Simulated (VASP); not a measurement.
# BN (P6_3/mmc) in VASP: further runs, part 2 of 2

VASP 6.6.1. The steps go on from the part before.

## (3) Relaxation of cell and atoms, PBE

This run uses another cell than the first one, of 9.00 Å³/atom.

Input file INCAR:

```
PREC = Accurate
ENCUT = 600
EDIFF = 1E-7
ISMEAR = 0
SIGMA = 0.02
LREAL = False
LASPH = True
NELM = 80
ALGO = Normal
ISIF = 3
LWAVE = False
LCHARG = False
GGA = PE
IBRION = 2
NSW = 70
EDIFFG = -0.005
```

Input file KPOINTS:

```
regular mesh
0
Gamma
  12 12 4
```

Input file POSCAR:

```
BN
1.0
    2.5064254169      0.0000000000      0.0000000000
   -1.2532127085      2.1706280837      0.0000000000
    0.0000000000      0.0000000000      6.6141240277
B N
2 2
Direct
    0.3333333333      0.6666666667      0.2500000000
    0.6666666667      0.3333333333      0.7500000000
    0.3333333333      0.6666666667      0.7500000000
    0.6666666667      0.3333333333      0.2500000000
```

Potentials or basis: VASP PAW PBE potentials, release 64 (B, N).

On the command line:

```bash
$ cat potpaw_PBE.64/B/POTCAR potpaw_PBE.64/N/POTCAR > POTCAR
$ mpirun -np 1 vasp_std > vasp.out
```

OUTCAR:

```text
PREC = Accurate
   ENCUT = 600
   EDIFF = 1E-7
   ISMEAR = 0
   LREAL = False
   LASPH = True
   NELM = 80
   ISIF = 3
   GGA = PE
   IBRION = 2
   NSW = 70
   EDIFFG = -0.005

 ion  position               nearest neighbor table
   1  0.333  0.667  0.250-   4 1.45   4 1.45   4 1.45
   2  0.667  0.333  0.750-   3 1.45   3 1.45   3 1.45
   3  0.333  0.667  0.750-   2 1.45   2 1.45   2 1.45
   4  0.667  0.333  0.250-   1 1.45   1 1.45   1 1.45

  LATTYP: Found a hexagonal cell.
 ALAT       =     2.5064254169
 C/A-ratio  =     2.6388672821

  Lattice vectors:

 A1 = (   2.5064254169,   0.0000000000,   0.0000000000)
 A2 = (  -1.2532127085,   2.1706280837,   0.0000000000)
 A3 = (   0.0000000000,   0.0000000000,   6.6141240277)

Analysis of symmetry for initial positions (statically):
=====================================================================
 Subroutine PRICEL returns:
 Original cell was already a primitive cell.

 Routine SETGRP: Setting up the symmetry group for a
 hexagonal supercell.

 Subroutine GETGRP returns: Found 24 space group operations
 (whereof 12 operations were pure point group operations)
 out of a pool of 24 trial point group operations.

[... 168 lines left out ...]
  free energy    TOTEN  =       -35.15802932 eV

  energy without entropy =      -35.15802932  energy(sigma->0) =      -35.15802932

------------------------ aborting loop because EDIFF is reached ----------------------------------------

  FORCE on cell =-STRESS in cart. coord.  units (eV):
  Direction    XX          YY          ZZ          XY          YZ          ZX
  --------------------------------------------------------------------------------------
  -------------------------------------------------------------------------------------
  Total        0.5624360      0.5624360      0.6338716     -0.0000000     -0.0000000      0.0000000
  in kB       25.0421257     25.0421257     28.2227525     -0.0000000     -0.0000000      0.0000000
  external PRESSURE =      26.1023346 kB  Pullay stress =       0.0000000 kB
[... 824 lines left out ...]
      1     -13.8187      2.00000
      2     -13.7119      2.00000
      3      -4.9598      2.00000
      4      -4.9213      2.00000
      5      -1.6706      2.00000
      6      -1.6409      2.00000
      7      -1.1437      2.00000
      8      -0.1619      2.00000
      9       8.7362      0.00000
     10       9.1697      0.00000
     11      10.6245      0.00000
     12      11.9836      0.00000

 [... further k-points ...]

[... ionic steps 4 to 8 ...]

--------------------------------------- Ionic step        9  -------------------------------------------

 number of electron      16.0000001 magnetization

------------------------ aborting loop because EDIFF is reached ----------------------------------------
[... 71 lines left out ...]
--------------------------------------- Ionic step       11  -------------------------------------------

 number of electron      16.0000000 magnetization

 Free energy of the ion-electron system (eV)
  ---------------------------------------------------
  ext. energy  EPLUGINS =         0.00000000
  ---------------------------------------------------
  free energy    TOTEN  =       -35.19990635 eV

  energy without entropy =      -35.19990635  energy(sigma->0) =      -35.19990635

 E-fermi :   1.3009     XC(G=0):  -9.1367

 val. band max:        1.1939091423   @ k =   0.3333   0.3333   0.5000
 cond. band min:       5.6602761324   @ k =   0.5000  -0.0000   0.0000
 fundamental gap:      4.4663669901
 Fermi energy:         1.3008685015
[... 391 lines left out ...]
  FREE ENERGIE OF THE ION-ELECTRON SYSTEM (eV)
  ---------------------------------------------------
  free  energy   TOTEN  =       -35.1999063514 eV

  energy  without entropy=      -35.1999063514  energy(sigma->0) =      -35.19990635

 reached required accuracy - stopping structural energy minimisation
```

CONTCAR:

```text
BN
   1.00000000000000
     2.5122651519361594   -0.0000000000001115   -0.0000000000000000
    -1.2561325760182929    2.1756854425925769   -0.0000000000000000
     0.0000000000000000   -0.0000000000000000    7.6346934879897539
  B               N
     2     2
Direct
     0.3333333332999970    0.6666666667000030    0.2500000000000000
     0.6666666667000030    0.3333333332999970    0.7500000000000000
     0.3333333332999970    0.6666666667000030    0.7500000000000000
     0.6666666667000030    0.3333333332999970    0.2500000000000000

  0.00000000E+00  0.00000000E+00  0.00000000E+00
  0.00000000E+00  0.00000000E+00  0.00000000E+00
  0.00000000E+00  0.00000000E+00  0.00000000E+00
  0.00000000E+00  0.00000000E+00  0.00000000E+00
```

Wall time 5.8 min (1 thread of Intel Xeon 8259CL, shared host); peak memory 0.17 GiB.

Results:

- Free energy: -35.1999 eV
- Relaxed volume: 10.43 Å³/atom
- Relaxed cell: a = 2.512 Å, b = 2.512 Å, c = 7.635 Å, α = 90.00°, β = 90.00°, γ = 120.00°
- Space group after relaxing (to 0.1 Å): P6_3/mmc (No. 194)
- Energy gained by relaxing: 10.5 meV/atom
- Ionic steps: 11
- Pressure after relaxing: 0.0 GPa
- Band gap on the k mesh: 4.47 eV (least direct gap 4.65 eV)

The path:
| step | energy change (eV) | largest force (eV/Å) | pressure (GPa) | volume (Å³) |
| --- | --- | --- | --- | --- |
| 1 | 0.0000 | 0.0000 | 2.61 | 35.98 |
| 2 | -0.0012 | 0.0000 | -2.23 | 36.75 |
| 3 | -0.0034 | 0.0000 | -0.11 | 36.41 |
| 4 | -0.0096 | 0.0000 | -0.08 | 36.78 |
| 5 | -0.0238 | 0.0000 | 0.06 | 37.90 |
| 6 | -0.0390 | 0.0000 | 0.45 | 40.13 |
| 7 | -0.0264 | 0.0000 | 0.93 | 44.55 |
| 8 | -0.0414 | 0.0000 | 0.64 | 41.16 |
| 9 | -0.0416 | 0.0000 | 0.70 | 41.54 |
| 10 | -0.0220 | 0.0000 | -5.33 | 43.26 |
| 11 | -0.0419 | 0.0000 | -0.01 | 41.73 |

Final structure:
```
B N
1.0
     2.51227    0.00000    0.00000
    -1.25613    2.17569    0.00000
     0.00000    0.00000    7.63469
B N
2 2
Direct
  0.33333 0.66667 0.25000
  0.66667 0.33333 0.75000
  0.33333 0.66667 0.75000
  0.66667 0.33333 0.25000
```

Levels at points of the mesh, in eV from the valence-band top:
| k point | band 5 | band 6 | band 7 | band 8 | band 9 | band 10 | band 11 | band 12 |
| --- | --- | --- | --- | --- | --- | --- | --- | --- |
| (0.00, 0.00, 0.00) | -1.35 | -1.35 | -1.34 | -1.34 | 4.63 | 8.68 | 11.03 | 11.50 |
| (0.50, 0.00, 0.00) | -4.12 | -4.11 | -1.12 | -0.68 | 4.47 | 5.17 | 9.40 | 9.88 |
| (0.00, 0.00, 0.50) | -1.34 | -1.34 | -1.34 | -1.34 | 6.28 | 6.28 | 11.52 | 11.52 |
| (0.50, 0.00, 0.50) | -4.11 | -4.11 | -0.90 | -0.90 | 4.75 | 4.75 | 9.73 | 9.73 |

Caveat: the volume moved by over 15 % at a fixed basis, so the end points are rough; this functional lacks dispersion, which binds the layers, so the pressure and a relaxed spacing across them are unreliable. A k mesh can miss the band edges.
